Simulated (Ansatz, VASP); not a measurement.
**One calculation of Be, two programs**

```xyz
2
Lattice="0.0000 2.4647 2.4647 2.4647 0.0000 2.4647 2.4647 2.4647 0.0000" Properties=species:S:1:pos:R:3 pbc="T T T"
Be    0.0000    0.0000    0.0000
Be    1.2323    1.2323    1.2323
```

Change from the starting cell: volume scaled by 1.02, PAW files.

Alike in both runs: task electric field gradients; functional PBE; k mesh 13 × 13 × 13; occupations fermi-dirac, width 0.08 eV; no spin polarisation.

```csv
,VASP,Ansatz
version,VASP 6.6.1,Ansatz 0.2.0
potentials or method,"VASP PAW PBE potentials, release 64 (Be)","PAW with Ansatz's default frozen-core files, scalar-relativistic"
plane-wave cutoff (eV),520,420
valence electrons in the cell,4,4
```

|  | VASP | Ansatz | Ansatz less VASP |
| --- | --- | --- | --- |
| pressure (GPa) | -0.8 | -0.9 | -0.03 |

With one functional, cell and mesh, what is left measures potentials, basis and numerics.
